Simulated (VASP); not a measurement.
# AlSi36H17Cl3 in VASP: single point with PBE

Aim: the single point of AlSi36H17Cl3 with PBE.

Program: VASP 6.6.1. These are calculated values, not measurements. Logs are shortened: lines on timing, memory, paths and dates and some standing lists are left out, and cuts for length are marked.

### Step 1. The cell of the first run

The cell holds a slab with vacuum, 57 atoms: a = 11.519 Å, b = 11.519 Å, c = 19.869 Å, α = 90.00°, β = 90.00°, γ = 60.00°.

### Step 2. Single point, PBE, collinear spin

Contents of INCAR:

```
ALGO = Normal
EDIFF = 1E-7
ENCUT = 520
GGA = PE
ISIF = 2
ISMEAR = 0
ISPIN = 2
LASPH = T
LCHARG = F
LORBIT = 11
LREAL = Auto
LWAVE = F
MAGMOM = 0 0 0 0 0 0 0 0 0 0 0 0 0 0 0 0 0 0 0 0 0 0 0 0 0 0 0 0 0 0 0 0 0 0 0 0 0 0 0 0 0 0 0 0 0 0 0 0 0 0 0 0 0 1 0 0 0
NBANDS = 130
NELM = 150
PREC = Accurate
SIGMA = 0.02
```

Contents of KPOINTS:

```
k-points
0
Gamma
  1 1 1
```

Contents of POSCAR:

```
AlSi36H17Cl3
1.0
   11.5187690000      0.0000000000      0.0000000000
    5.7593850000      9.9755470000      0.0000000000
    0.0000000000      0.0000000000     19.8687650000
H Si Al Cl
17 36 1 3
Direct
    0.1111111000      0.1111111000      0.0503303000
    0.4444444000      0.1111111000      0.0503303000
    0.7777778000      0.1111111000      0.0503303000
    0.1111111000      0.4444444000      0.0503303000
    0.4444444000      0.4444444000      0.0503303000
    0.7777778000      0.4444444000      0.0503303000
    0.1111111000      0.7777778000      0.0503303000
    0.4444444000      0.7777778000      0.0503303000
    0.7777778000      0.7777778000      0.0503303000
    0.3354169010      0.0026797536      0.3968841773
    0.6618353726      0.0023470004      0.3968680370
    0.0023736916      0.3360424861      0.3967864123
    0.3334217695      0.3332602389      0.3964814770
    0.6617545416      0.3358488455      0.3968793306
    0.0024445864      0.6614470852      0.3967536742
    0.3354439027      0.6617883249      0.3968741640
    0.6667017966      0.6666339247      0.3963991382
    0.1111111000      0.1111111000      0.1258256000
    0.4444444000      0.1111111000      0.1258256000
    0.7777778000      0.1111111000      0.1258256000
    0.1111111000      0.4444444000      0.1258256000
    0.4444444000      0.4444444000      0.1258256000
    0.7777778000      0.4444444000      0.1258256000
    0.1111111000      0.7777778000      0.1258256000
    0.4444444000      0.7777778000      0.1258256000
    0.7777778000      0.7777778000      0.1258256000
   -0.1121250246      0.2225725145      0.1660227892
    0.2212087163      0.2227593795      0.1643790721
    0.5545820386      0.2227299763      0.1643971345
   -0.1124024427      0.5562185189      0.1641641604
    0.2212163239      0.5560660453      0.1643696029
    0.5546272786      0.5562078048      0.1642712503
   -0.1121279867      0.8895921544      0.1660029934
    0.2208773054      0.8895851936      0.1659965616
    0.5546256611      0.8892117001      0.1642747569
   -0.1065580142      0.2162663143      0.2845622671
    0.2238002198      0.2211594181      0.2821766290
    0.5579476284      0.2209459858      0.2821911957
   -0.1091703334      0.5544802278      0.2818464282
    0.2238251058      0.5548207285      0.2821581588
    0.5570776660      0.5546071335      0.2819825647
   -0.1065281317      0.8900630598      0.2845281735
    0.2189797072      0.8903920618      0.2845016654
    0.5570785538      0.8881505060      0.2819898286
   -0.0006757013      0.0002694280      0.3330046583
    0.3329890199     -0.0001337931      0.3215898023
    0.6671480464     -0.0004662586      0.3215658481
   -0.0002800892      0.3333217354      0.3214851456
    0.3336334904      0.3331178796      0.3209752479
    0.6671178991      0.3332546315      0.3215766173
   -0.0002506897      0.6668023335      0.3214586407
    0.3330048770      0.6669890210      0.3215803908
    0.6667842552      0.6665589462      0.3209141626
    0.9998404244     -0.0002162801      0.4609816256
    0.8965090662     -0.1032689495      0.4923337031
    1.2064191832     -0.1031351442      0.4920351671
    0.8970428576      0.2060312061      0.4924931777
```

Potentials or basis: VASP PAW PBE potentials, release 64 (H, Si, Al, Cl).

The run is started by

```console
$ cat potpaw_PBE.64/H/POTCAR potpaw_PBE.64/Si/POTCAR potpaw_PBE.64/Al/POTCAR potpaw_PBE.64/Cl/POTCAR > POTCAR
$ mpirun -np 1 vasp_gam > vasp.out
```

OUTCAR:

```text
EDIFF = 1E-7
   ENCUT = 520
   GGA = PE
   ISIF = 2
   ISMEAR = 0
   ISPIN = 2
   LASPH = T
   LORBIT = 11
   LREAL = Auto
   NELM = 150
   PREC = Accurate

 ion  position               nearest neighbor table
   1  0.111  0.111  0.050-  18 1.50
   2  0.444  0.111  0.050-  19 1.50
   3  0.778  0.111  0.050-  20 1.50
   4  0.111  0.444  0.050-  21 1.50
   5  0.444  0.444  0.050-  22 1.50
   6  0.778  0.444  0.050-  23 1.50
[... 9 lines left out ...]
  16  0.335  0.662  0.397-  52 1.50
  17  0.667  0.667  0.396-  53 1.50
[... 35 lines left out ...]
  53  0.667  0.667  0.321-  17 1.50  44 2.34  41 2.34  39 2.37
  54  1.000  1.000  0.461-  57 2.15  55 2.15  56 2.15  45 2.54
  55  0.897  0.897  0.492-  54 2.15
  56  0.206  0.897  0.492-  54 2.15
  57  0.897  0.206  0.492-  54 2.15

  LATTYP: Found a hexagonal cell.
 ALAT       =    11.5187696186
 C/A-ratio  =     1.7249034105

  Lattice vectors:

 A1 = (  -5.7593850000,  -9.9755470000,   0.0000000000)
 A2 = (  11.5187690000,   0.0000000000,   0.0000000000)
 A3 = (   0.0000000000,   0.0000000000,  19.8687650000)

Analysis of symmetry for initial positions (statically):
=====================================================================
 Subroutine PRICEL returns:
 Original cell was already a primitive cell.

 Routine SETGRP: Setting up the symmetry group for a
 hexagonal supercell.

 Subroutine GETGRP returns: Found  1 space group operations
 (whereof  1 operations were pure point group operations)
 out of a pool of 24 trial point group operations.

The static configuration has the point symmetry C_1 .

Analysis of symmetry for dynamics (positions and initial velocities):
=====================================================================
 Subroutine PRICEL returns:
 Original cell was already a primitive cell.

 Routine SETGRP: Setting up the symmetry group for a
 hexagonal supercell.

 Subroutine GETGRP returns: Found  1 space group operations
 (whereof  1 operations were pure point group operations)
 out of a pool of 24 trial point group operations.

The dynamic configuration has the point symmetry C_1 .

Analysis of structural, dynamic, and magnetic symmetry:
=====================================================================
 Subroutine PRICEL returns:
 Original cell was already a primitive cell.

 Routine SETGRP: Setting up the symmetry group for a
 hexagonal supercell.

 Subroutine GETGRP returns: Found  1 space group operations
 (whereof  1 operations were pure point group operations)
 out of a pool of 24 trial point group operations.

The overall configuration has the point symmetry C_1 .

 Subroutine INISYM returns: Found  1 space group operations
 (whereof  1 operations are pure point group operations),
 and found     1 'primitive' translations

----------------------------------------------------------------------------------------

                                     Primitive cell

  volume of cell :    2283.0407

  direct lattice vectors                    reciprocal lattice vectors
    11.518769000  0.000000000  0.000000000     0.086814832 -0.050122569  0.000000000
     5.759385000  9.975547000  0.000000000     0.000000000  0.100245129  0.000000000
     0.000000000  0.000000000 19.868765000     0.000000000  0.000000000  0.050330255

  length of vectors
    11.518769000 11.518769619 19.868765000     0.100245135  0.100245129  0.050330255

  position of ions in fractional coordinates (direct lattice)
     0.111111100  0.111111100  0.050330300
     0.444444400  0.111111100  0.050330300
     0.777777800  0.111111100  0.050330300
     0.111111100  0.444444400  0.050330300
     0.444444400  0.444444400  0.050330300
     0.777777800  0.444444400  0.050330300
[... 143 lines left out ...]
   total plane-waves  NPLWV = ******
   dimension x,y,z NGX =    90 NGY =   90 NGZ =  150
   dimension x,y,z NGXF=   180 NGYF=  180 NGZF=  300
   ions per type =              17  36   1   3
   NGX,Y,Z   is equivalent  to a cutoff of  12.99, 12.99, 12.55 a.u.
   NGXF,Y,Z  is equivalent  to a cutoff of  25.98, 25.98, 25.10 a.u.
 SYSTEM =  unknown system
   PREC   = accura    normal or accurate (medium, high low for compatibility)
   ISTART =      0    job   : 0-new  1-cont  2-samecut
   ICHARG =      2    charge: 1-file 2-atom 10-const
   ISPIN  =      2    spin polarized calculation?
   LNONCOLLINEAR =      F non collinear calculations
   LSORBIT =      F    spin-orbit coupling
   LASPH  =      T    aspherical Exc in radial PAW
   ENCUT  =  520.0 eV  38.22 Ry    6.18 a.u.  21.42 21.42 36.94*2*pi/ulx,y,z
   NELM   =    150;   NELMIN=  2; NELMDL= -5     # of ELM steps
   EDIFF  = 0.1E-06   stopping-criterion for ELM
   LREAL  =      T    real-space projection
   EDIFFG = 0.1E-05   stopping-criterion for IOM
   NSW    =      0    number of steps for IOM
   IBRION =     -1    ionic relax: 0-MD 1-quasi-New 2-CG
   NFREE  =      0    steps in history (QN), initial steepest desc. (CG)
   ISIF   =      2    stress and relaxation
   ISYM   =      2    0-nonsym 1-usesym 2-fastsym
   POTIM  = 0.5000    time-step for ionic-motion
   TEBEG  =    0.0;   TEEND  =   0.0 temperature during run
   PSTRESS=    0.0 pullay stress
   NELECT =     185.0000    total number of electrons
   NUPDOWN=      -1.0000    fix difference up-down
   EMIN   =  10.00;   EMAX   =-10.00  energy-range for DOS
   EFERMI =   0.00;   METHOD = LEGACY
   ISMEAR =     0;   SIGMA  =   0.02  broadening in eV -4-tet -1-fermi 0-gaus
   EFERMI_NEDOS =   21; number of points for ismear=-14 and -15
   IALGO  =     38    algorithm
   IMIX   =      4    mixing-type and parameters
     AMIX     =   0.40;   BMIX     =  1.00
     AMIX_MAG =   1.60;   BMIX_MAG =  1.00
  volume/ion in A,a.u.               =      40.05       270.29
  Fermi-wavevector in a.u.,A,eV,Ry     =   0.708426  1.338730  6.828311  0.501867
  Thomas-Fermi vector in A             =   1.794738
   LORBIT       =     11    0 simple, 1 ext, 2 COOP (PROOUT), +10 PAW based schemes
   GGA     = PE    functional components
   LHFCALC =     F    Hartree Fock is set to
   AEXX    =    0.0000 exact exchange contribution
   IVDW    =     0    specifies the selected vdW correction
   LEPSILON=     F    determine dielectric tensor
   LRPA    =     F    only Hartree local field effects (RPA)
 spin polarized calculation
 Gauss-broadening in eV      SIGMA  =   0.02
  energy-cutoff  :      520.00
  volume of cell :     2283.04
 maximum number of plane-waves:     30787
 NGX is ok and might be reduce to    90
   NGX = 43   NGY = 43   NGZ = 73

 number of electron     185.0000007 magnetization       0.9998492

 Free energy of the ion-electron system (eV)
  ---------------------------------------------------
  ext. energy  EPLUGINS =         0.00000000
  ---------------------------------------------------
  free energy    TOTEN  =      -259.97490592 eV

  energy without entropy =     -259.97489599  energy(sigma->0) =     -259.97490095

 E-fermi :  -1.5034     XC(G=0):  -4.3321

 val. band max:       -1.5564857365   @ k =   0.0000   0.0000   0.0000
 cond. band min:      -1.4503834687   @ k =   0.0000   0.0000   0.0000
 fundamental gap:      0.1061022678
 Fermi energy:        -1.5034330561

 spin component 1

 k-point     1 :       0.0000    0.0000    0.0000
  band No.  band energies     occupation
      1     -15.7959      1.00000
      2     -15.4194      1.00000
      3     -15.4141      1.00000
      4     -12.8653      1.00000
      5     -11.7660      1.00000
      6     -11.6881      1.00000
[... 96 lines left out ...]
    103       0.8566      0.00000
    104       0.8575      0.00000
 Fermi energy:        -1.5034330561

 spin component 2

 k-point     1 :       0.0000    0.0000    0.0000
  band No.  band energies     occupation
      1     -15.7959      1.00000
      2     -15.4194      1.00000
      3     -15.4142      1.00000
      4     -12.8374      1.00000
      5     -11.7304      1.00000
      6     -11.6614      1.00000
[... 96 lines left out ...]
    103       0.8686      0.00000
    104       0.8798      0.00000
 [bands above 104 left out]

------------------------ aborting loop because EDIFF is reached ----------------------------------------

  FORCE on cell =-STRESS in cart. coord.  units (eV):
  Direction    XX          YY          ZZ          XY          YZ          ZX
  --------------------------------------------------------------------------------------
  -------------------------------------------------------------------------------------
  Total       13.9851336     18.3424951     -0.2130414      3.5114814      0.0494323     -0.0246869
  in kB        9.8143952     12.8722757     -0.1495068      2.4642644      0.0346902     -0.0173246
  external PRESSURE =       7.5123880 kB  Pullay stress =       0.0000000 kB

 VOLUME and BASIS-vectors are now :
 -----------------------------------------------------------------------------
  energy-cutoff  :      520.00
  volume of cell :     2283.04
      direct lattice vectors                 reciprocal lattice vectors
    11.518769000  0.000000000  0.000000000     0.086814832 -0.050122569  0.000000000
     5.759385000  9.975547000  0.000000000     0.000000000  0.100245129  0.000000000
     0.000000000  0.000000000 19.868765000     0.000000000  0.000000000  0.050330255

 POSITION                                       TOTAL-FORCE (eV/Angst)
 -----------------------------------------------------------------------------------
      1.91979      1.10839      1.00000        -0.002852     -0.007765     -0.026072
      5.75938      1.10839      1.00000         0.004808     -0.003724     -0.034532
      9.59897      1.10839      1.00000         0.009058     -0.005458     -0.025847
      3.83959      4.43358      1.00000         0.003409     -0.002552     -0.035376
      7.67918      4.43358      1.00000         0.005533     -0.002929     -0.034628
     11.51877      4.43358      1.00000        -0.001374     -0.019672     -0.038280
[... 49 lines left out ...]
      7.54308      8.94672      9.77613        -0.029987      0.008723     -0.014461
     11.51944      2.05527      9.78523        -0.003229     -0.022428     -0.016148
 -----------------------------------------------------------------------------------
    total drift:                                0.002933     -0.003026     -0.053470

  FREE ENERGIE OF THE ION-ELECTRON SYSTEM (eV)
  ---------------------------------------------------
  free  energy   TOTEN  =      -259.9749059203 eV

  energy  without entropy=     -259.9748959893  energy(sigma->0) =     -259.97490095

 total charge

# of ion       s       p       d       tot
------------------------------------------
    1        0.558   0.014   0.000   0.571
    2        0.558   0.014   0.000   0.571
    3        0.558   0.014   0.000   0.571
    4        0.558   0.014   0.000   0.571
    5        0.558   0.014   0.000   0.571
    6        0.558   0.014   0.000   0.571
[... 49 lines left out ...]
   56        1.598   3.556   0.000   5.154
   57        1.598   3.556   0.000   5.154
--------------------------------------------------
tot         40.915  46.459   0.000  87.374

 magnetization (x)

# of ion       s       p       d       tot
------------------------------------------
    1       -0.000   0.000   0.000  -0.000
    2       -0.000   0.000   0.000  -0.000
    3       -0.000   0.000   0.000  -0.000
    4       -0.000   0.000   0.000  -0.000
    5       -0.000   0.000   0.000  -0.000
    6       -0.000   0.000   0.000  -0.000
[... 49 lines left out ...]
   56       -0.000   0.000   0.000   0.000
   57       -0.000  -0.000   0.000  -0.000
--------------------------------------------------
tot          0.003   0.456   0.000   0.459
```

It took 20 min on 1 thread of Intel Xeon 6975P-C (Granite Rapids), shared host; peak memory 3 GiB.

Results:

- Free energy: -259.9749 eV
- Largest force: 0.122 eV/Å
- Net moment: 1.00 μB per cell
- Site moments: H -0.00; Si +0.01, +0.02 (each value once); Al -0.00; Cl -0.00, +0.00 (each value once) μB
- Valence electrons inside the program's atomic spheres: H 0.57; Si 1.71, 1.72, 1.70, 1.69 (each value once); Al 0.73; Cl 5.15

Forces in eV/Å, atoms in the order of the input:
```
H   -0.003 -0.008 -0.026
H    0.005 -0.004 -0.035
H    0.009 -0.005 -0.026
H    0.003 -0.003 -0.035
H    0.006 -0.003 -0.035
H   -0.001 -0.020 -0.038
H    0.005  0.006 -0.026
H   -0.011  0.006 -0.037
H    0.015  0.010 -0.038
H    0.000 -0.001 -0.004
H    0.000  0.000 -0.006
H    0.000  0.000 -0.004
H    0.000  0.000 -0.005
H    0.001  0.000 -0.005
H    0.000  0.001 -0.002
H    0.000  0.001 -0.003
H    0.000  0.000 -0.005
Si  -0.078 -0.034  0.088
Si  -0.007  0.000 -0.019
Si   0.076 -0.043  0.083
Si  -0.014  0.008 -0.025
Si  -0.003  0.006 -0.020
Si  -0.002 -0.086  0.035
Si  -0.008  0.085  0.087
Si  -0.074  0.043  0.031
Si   0.073  0.044  0.034
Si   0.003 -0.002 -0.001
Si   0.002 -0.002  0.001
Si   0.002 -0.001  0.001
Si   0.003 -0.002  0.001
Si   0.001 -0.002  0.000
Si   0.001 -0.002  0.001
Si   0.002 -0.002 -0.001
Si   0.001 -0.002 -0.001
Si   0.002 -0.001  0.001
Si   0.000  0.004  0.000
Si  -0.002  0.002 -0.002
Si  -0.004  0.002 -0.002
Si  -0.004  0.003  0.001
Si  -0.003  0.002 -0.001
Si  -0.001  0.002 -0.002
Si  -0.002  0.001  0.001
Si   0.002  0.000  0.003
Si  -0.002  0.002 -0.002
Si   0.001 -0.003 -0.007
Si   0.001  0.000  0.004
Si   0.000 -0.001  0.005
Si   0.002 -0.001  0.005
Si   0.000  0.000  0.008
Si   0.001 -0.002  0.005
Si   0.002  0.000  0.004
Si   0.001 -0.001  0.004
Si   0.001 -0.001  0.009
Al   0.003  0.004  0.049
Cl   0.031  0.012 -0.015
Cl  -0.030  0.009 -0.014
Cl  -0.003 -0.022 -0.016
```

Caveat: the k points lie up to 0.63 Å⁻¹ apart; there is no dipole correction, which matters where the two faces differ.
